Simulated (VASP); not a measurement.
# TiCo (Pm-3m) in VASP: single point with PBE

Aim: the single point of TiCo with PBE.

Everything below comes from runs of VASP 6.6.1. Logs are shortened: lines on timing, memory, paths and dates and some standing lists are left out, and cuts for length are marked.

## Step 1: The cell of the first run

The structure is cubic, space group Pm-3m (No. 221). The conventional cell has a = 2.925 Å, b = 2.925 Å, c = 2.925 Å, α = 90.00°, β = 90.00°, γ = 90.00°. Ti (site symmetry m-3m) has 8 Co at 2.53 Å and 6 Ti at 2.92 Å within 3.3 Å. Co (site symmetry m-3m) has 8 Ti at 2.53 Å and 6 Co at 2.92 Å within 3.3 Å.

## Step 2: Single point, PBE, collinear spin, ferromagnetic start (12.51 Å³/atom)

INCAR

```
SYSTEM = TiCo
PREC = Accurate ; ENCUT = 690
EDIFF = 1E-6 ; ISMEAR = 0
SIGMA = 0.1 ; LREAL = .False.
LASPH = .True. ; NELM = 200
ALGO = Normal ; ISIF = 2
LWAVE = .False. ; LCHARG = .False.
ISPIN = 2 ; MAGMOM = 0 1.09
LORBIT = 11 ; LMAXMIX = 4
GGA = PE ; NBANDS = 26
GGA_COMPAT = .False.
```

KPOINTS

```
regular mesh
0
Gamma
  14 14 14
  0 0 0
```

POSCAR

```
TiCo
1.0
    2.9246398333      0.0000000000      0.0000000000
    0.0000000000      2.9246398333      0.0000000000
    0.0000000000      0.0000000000      2.9246398333
Ti Co
1 1
Direct
    0.0000000000      0.0000000000      0.0000000000
    0.5000000000      0.5000000000      0.5000000000
```

Potentials or basis: VASP PAW PBE potentials, release 64 (Ti_sv, Co_sv).

Launch:

```console
> cat potpaw_PBE.64/Ti_sv/POTCAR potpaw_PBE.64/Co_sv/POTCAR > POTCAR
> mpirun -np 1 vasp_std > vasp.out
```

OUTCAR:

```text
SYSTEM = TiCo
   PREC = Accurate
   ENCUT = 690
   EDIFF = 1E-6
   ISMEAR = 0
   LREAL = .False.
   LASPH = .True.
   NELM = 200
   ISIF = 2
   ISPIN = 2
   LORBIT = 11
   GGA = PE

 ion  position               nearest neighbor table
   1  0.000  0.000  0.000-   2 2.53   2 2.53   2 2.53   2 2.53   2 2.53   2 2.53   2 2.53   2 2.53

   2  0.500  0.500  0.500-   1 2.53   1 2.53   1 2.53   1 2.53   1 2.53   1 2.53   1 2.53   1 2.53

  LATTYP: Found a simple cubic cell.
 ALAT       =     2.9246398333

  Lattice vectors:

 A1 = (   2.9246398333,   0.0000000000,   0.0000000000)
 A2 = (   0.0000000000,   2.9246398333,   0.0000000000)
 A3 = (   0.0000000000,   0.0000000000,   2.9246398333)

Analysis of symmetry for initial positions (statically):
=====================================================================
 Subroutine PRICEL returns:
 Original cell was already a primitive cell.

 Routine SETGRP: Setting up the symmetry group for a
 simple cubic supercell.

 Subroutine GETGRP returns: Found 48 space group operations
 (whereof 48 operations were pure point group operations)
 out of a pool of 48 trial point group operations.

The static configuration has the point symmetry O_h .

Analysis of symmetry for dynamics (positions and initial velocities):
=====================================================================
 Subroutine PRICEL returns:
 Original cell was already a primitive cell.

 Routine SETGRP: Setting up the symmetry group for a
 simple cubic supercell.

 Subroutine GETGRP returns: Found 48 space group operations
 (whereof 48 operations were pure point group operations)
 out of a pool of 48 trial point group operations.

The dynamic configuration has the point symmetry O_h .

Analysis of structural, dynamic, and magnetic symmetry:
=====================================================================
 Subroutine PRICEL returns:
 Original cell was already a primitive cell.

 Routine SETGRP: Setting up the symmetry group for a
 simple cubic supercell.

 Subroutine GETGRP returns: Found 48 space group operations
 (whereof 48 operations were pure point group operations)
 out of a pool of 48 trial point group operations.

The overall configuration has the point symmetry O_h .

 Subroutine INISYM returns: Found 48 space group operations
 (whereof 48 operations are pure point group operations),
 and found     1 'primitive' translations

----------------------------------------------------------------------------------------

                                     Primitive cell

  volume of cell :      25.0160

  direct lattice vectors                    reciprocal lattice vectors
     2.924639833  0.000000000  0.000000000     0.341922444  0.000000000  0.000000000
     0.000000000  2.924639833  0.000000000     0.000000000  0.341922444  0.000000000
     0.000000000  0.000000000  2.924639833     0.000000000  0.000000000  0.341922444

  length of vectors
     2.924639833  2.924639833  2.924639833     0.341922444  0.341922444  0.341922444

  position of ions in fractional coordinates (direct lattice)
     0.000000000  0.000000000  0.000000000
     0.500000000  0.500000000  0.500000000

  ion indices of the primitive-cell ions
   primitive index   ion index
                 1           1
                 2           2

----------------------------------------------------------------------------------------

 KPOINTS: regular mesh

Automatic generation of k-mesh.
 Grid dimensions read from file:
 generate k-points for:   14   14   14

 Generating k-lattice:

  Cartesian coordinates                     Fractional coordinates (reciprocal lattice)
     0.024423032  0.000000000  0.000000000     0.071428571  0.000000000  0.000000000
     0.000000000  0.024423032  0.000000000     0.000000000  0.071428571  0.000000000
     0.000000000  0.000000000  0.024423032     0.000000000  0.000000000  0.071428571

  Length of vectors
     0.024423032  0.024423032  0.024423032

  Shift w.r.t. Gamma in fractional coordinates (k-lattice)
     0.000000000  0.000000000  0.000000000

 Subroutine IBZKPT returns following result:
 ===========================================

 Found    120 irreducible k-points:

 Following reciprocal coordinates:
            Coordinates               Weight
  0.000000  0.000000  0.000000      1.000000
  0.071429  0.000000  0.000000      6.000000
  0.142857  0.000000  0.000000      6.000000
  0.214286  0.000000  0.000000      6.000000
  0.285714  0.000000  0.000000      6.000000
  0.357143  0.000000  0.000000      6.000000
[... 16 lines left out ...]
  0.285714  0.214286  0.000000     24.000000
  0.357143  0.214286  0.000000     24.000000
 [... further k-points ...]
   k-points           NKPTS =    120   k-points in BZ     NKDIM =    120   number of bands    NBANDS=     26
   number of dos      NEDOS =    301   number of ions     NIONS =      2
   total plane-waves  NPLWV =  21952
   dimension x,y,z NGX =    28 NGY =   28 NGZ =   28
   dimension x,y,z NGXF=    56 NGYF=   56 NGZF=   56
   ions per type =               1   1
   NGX,Y,Z   is equivalent  to a cutoff of  15.92, 15.92, 15.92 a.u.
   NGXF,Y,Z  is equivalent  to a cutoff of  31.83, 31.83, 31.83 a.u.
 SYSTEM =  TiCo
   PREC   = accura    normal or accurate (medium, high low for compatibility)
   ISTART =      0    job   : 0-new  1-cont  2-samecut
   ICHARG =      2    charge: 1-file 2-atom 10-const
   ISPIN  =      2    spin polarized calculation?
   LNONCOLLINEAR =      F non collinear calculations
   LSORBIT =      F    spin-orbit coupling
   LASPH  =      T    aspherical Exc in radial PAW
   ENCUT  =  690.0 eV  50.71 Ry    7.12 a.u.   6.26  6.26  6.26*2*pi/ulx,y,z
   NELM   =    200;   NELMIN=  2; NELMDL= -5     # of ELM steps
   EDIFF  = 0.1E-05   stopping-criterion for ELM
   LREAL  =      F    real-space projection
[... 7 lines left out ...]
   TEBEG  =    0.0;   TEEND  =   0.0 temperature during run
   PSTRESS=    0.0 pullay stress
   NELECT =      29.0000    total number of electrons
   NUPDOWN=      -1.0000    fix difference up-down
   EMIN   =  10.00;   EMAX   =-10.00  energy-range for DOS
   EFERMI =   0.00;   METHOD = LEGACY
   ISMEAR =     0;   SIGMA  =   0.10  broadening in eV -4-tet -1-fermi 0-gaus
   EFERMI_NEDOS =   21; number of points for ismear=-14 and -15
   IALGO  =     38    algorithm
   IMIX   =      4    mixing-type and parameters
     AMIX     =   0.40;   BMIX     =  1.00
     AMIX_MAG =   1.60;   BMIX_MAG =  1.00
  volume/ion in A,a.u.               =      12.51        84.41
  Fermi-wavevector in a.u.,A,eV,Ry     =   1.719762  3.249880 40.240354  2.957583
  Thomas-Fermi vector in A             =   2.796328
   LORBIT       =     11    0 simple, 1 ext, 2 COOP (PROOUT), +10 PAW based schemes
   GGA     = PE    functional components
   LHFCALC =     F    Hartree Fock is set to
   AEXX    =    0.0000 exact exchange contribution
   IVDW    =     0    specifies the selected vdW correction
   LEPSILON=     F    determine dielectric tensor
   LRPA    =     F    only Hartree local field effects (RPA)
 spin polarized calculation
 Gauss-broadening in eV      SIGMA  =   0.10
  energy-cutoff  :      690.00
  volume of cell :       25.02
 maximum number of plane-waves:      1064
 NGX is ok and might be reduce to    28
   NGX = 13   NGY = 13   NGZ = 13

 number of electron      28.9999992 magnetization       0.7866537

 Free energy of the ion-electron system (eV)
  ---------------------------------------------------
  ext. energy  EPLUGINS =         0.00000000
  ---------------------------------------------------
  free energy    TOTEN  =       -15.70555165 eV

  energy without entropy =      -15.69518190  energy(sigma->0) =      -15.70036678

 E-fermi :  11.5400     XC(G=0): -13.1251

 val. band max:       11.5364675288   @ k =   0.5000   0.4286   0.2857
 cond. band min:      11.5621084953   @ k =   0.3571   0.2857   0.2857
 fundamental gap:      0.0256409665
 Fermi energy:        11.5399752691

 spin component 1

 k-point     1 :       0.0000    0.0000    0.0000
  band No.  band energies     occupation
      1     -84.2271      1.00000
      2     -47.4878      1.00000
      3     -47.4878      1.00000
      4     -47.4878      1.00000
      5     -45.5344      1.00000
      6     -21.6072      1.00000
[... 18 lines left out ...]
     25      32.2347      0.00000
     26      32.8956      0.00000

 k-point     2 :       0.0714    0.0000    0.0000
  band No.  band energies     occupation
      1     -84.2270      1.00000
      2     -47.4901      1.00000
      3     -47.4876      1.00000
      4     -47.4876      1.00000
      5     -45.5315      1.00000
      6     -21.6261      1.00000
[... 18 lines left out ...]
     25      32.6245      0.00000
[... 608 lines left out ...]
     25      30.6754      0.00000
     26      32.3575      0.00000

 k-point    24 :       0.3571    0.2143    0.0000
  band No.  band energies     occupation
      1     -84.2247      1.00000
      2     -47.5187      1.00000
      3     -47.4979      1.00000
      4     -47.4844      1.00000
      5     -45.4770      1.00000
      6     -21.8895      1.00000
[... 18 lines left out ...]
     25      30.1684      0.00000
     26      31.9320      0.00000

 [... further k-points ...]

 spin component 2

 k-point     1 :       0.0000    0.0000    0.0000
  band No.  band energies     occupation
      1     -83.2483      1.00000
      2     -46.5339      1.00000
      3     -46.5339      1.00000
      4     -46.5339      1.00000
      5     -45.5205      1.00000
      6     -21.5935      1.00000
[... 18 lines left out ...]
     25      32.4232      0.00000
     26      32.8096      0.00000

 k-point     2 :       0.0714    0.0000    0.0000
  band No.  band energies     occupation
      1     -83.2482      1.00000
      2     -46.5371      1.00000
      3     -46.5337      1.00000
      4     -46.5337      1.00000
      5     -45.5167      1.00000
      6     -21.6125      1.00000
[... 18 lines left out ...]
     25      32.5781      0.00000
[... 608 lines left out ...]
     25      30.6143      0.00000
     26      32.4188      0.00000

 k-point    24 :       0.3571    0.2143    0.0000
  band No.  band energies     occupation
      1     -83.2458      1.00000
      2     -46.5742      1.00000
      3     -46.5447      1.00000
      4     -46.5303      1.00000
      5     -45.4540      1.00000
      6     -21.8784      1.00000
[... 18 lines left out ...]
     25      30.1003      0.00000
     26      32.0089      0.00000

 [... further k-points ...]
[... 5 lines left out ...]
  --------------------------------------------------------------------------------------
  -------------------------------------------------------------------------------------
  Total        1.6595240      1.6595240      1.6595240     -0.0000000     -0.0000000      0.0000000
  in kB      106.2862172    106.2862172    106.2862172     -0.0000000     -0.0000000      0.0000000
  external PRESSURE =     106.2862172 kB  Pullay stress =       0.0000000 kB

 VOLUME and BASIS-vectors are now :
 -----------------------------------------------------------------------------
  energy-cutoff  :      690.00
  volume of cell :       25.02
      direct lattice vectors                 reciprocal lattice vectors
     2.924639833  0.000000000  0.000000000     0.341922444  0.000000000  0.000000000
     0.000000000  2.924639833  0.000000000     0.000000000  0.341922444  0.000000000
     0.000000000  0.000000000  2.924639833     0.000000000  0.000000000  0.341922444

 POSITION                                       TOTAL-FORCE (eV/Angst)
 -----------------------------------------------------------------------------------
      0.00000      0.00000      0.00000         0.000000      0.000000      0.000000
      1.46232      1.46232      1.46232         0.000000      0.000000      0.000000
 -----------------------------------------------------------------------------------
    total drift:                                0.000000      0.000000      0.000000

  FREE ENERGIE OF THE ION-ELECTRON SYSTEM (eV)
  ---------------------------------------------------
  free  energy   TOTEN  =       -15.7055516498 eV

  energy  without entropy=      -15.6951819038  energy(sigma->0) =      -15.70036678

 total charge

# of ion       s       p       d       tot
------------------------------------------
    1        2.262   6.204   1.919  10.385
    2        2.282   6.114   6.753  15.149
--------------------------------------------------
tot          4.544  12.318   8.672  25.534

 magnetization (x)

# of ion       s       p       d       tot
------------------------------------------
    1       -0.002  -0.011   0.011  -0.002
    2        0.017   0.002   0.793   0.811
--------------------------------------------------
tot          0.015  -0.009   0.804   0.810
```

Run time: 4.7 min. Hardware: 1 thread of Intel Xeon Platinum 8375C at 2.90GHz (Ice Lake), shared host; peak memory 0.31 GiB.

What came out:

| Property | Result |
| --- | --- |
| Free energy | -15.7056 eV |
| Pressure | 10.6 GPa |
| Net moment | 0.79 μB per cell |
| Site moments | Ti -0.00; Co +0.81 μB |
| Valence electrons inside the program's atomic spheres | Ti 10.38; Co 15.15 |

Levels at points of the mesh, in eV from the Fermi level:
Spin up:
| k point | band 12 | band 13 | band 14 | band 15 | band 16 | band 17 | band 18 | band 19 |
| --- | --- | --- | --- | --- | --- | --- | --- | --- |
| (0.00, 0.00, 0.00) | -1.95 | -1.95 | -1.95 | 0.54 | 0.54 | 2.87 | 2.87 | 2.87 |
| (0.50, 0.00, 0.00) | -2.06 | -2.06 | -1.55 | -0.85 | -0.48 | 0.65 | 0.65 | 2.37 |
| (0.50, 0.50, 0.00) | -2.91 | -1.45 | -0.72 | 0.68 | 0.68 | 1.19 | 2.65 | 2.65 |
| (0.50, 0.50, 0.50) | -2.32 | -2.32 | -2.32 | -1.42 | -1.42 | 3.42 | 3.42 | 7.39 |
Spin down:
```
           k point  band 10  band 11  band 12  band 13  band 14  band 15  band 16  band 17  band 18  band 19
(0.00, 0.00, 0.00)    -3.90    -3.90    -1.47    -1.47    -1.47     1.06     1.06     2.99     2.99     2.99
(0.50, 0.00, 0.00)    -3.99    -2.17    -1.55    -1.55    -1.00    -0.93     0.59     0.68     0.68     2.41
(0.50, 0.50, 0.00)    -3.99    -2.53    -2.53    -0.11     0.25     0.66     0.66     1.35     2.85     2.85
(0.50, 0.50, 0.50)    -2.51    -2.51    -2.30    -2.30    -2.30    -0.07    -0.07     3.39     3.39     7.65
```

Caveat: the cell stands under pressure.
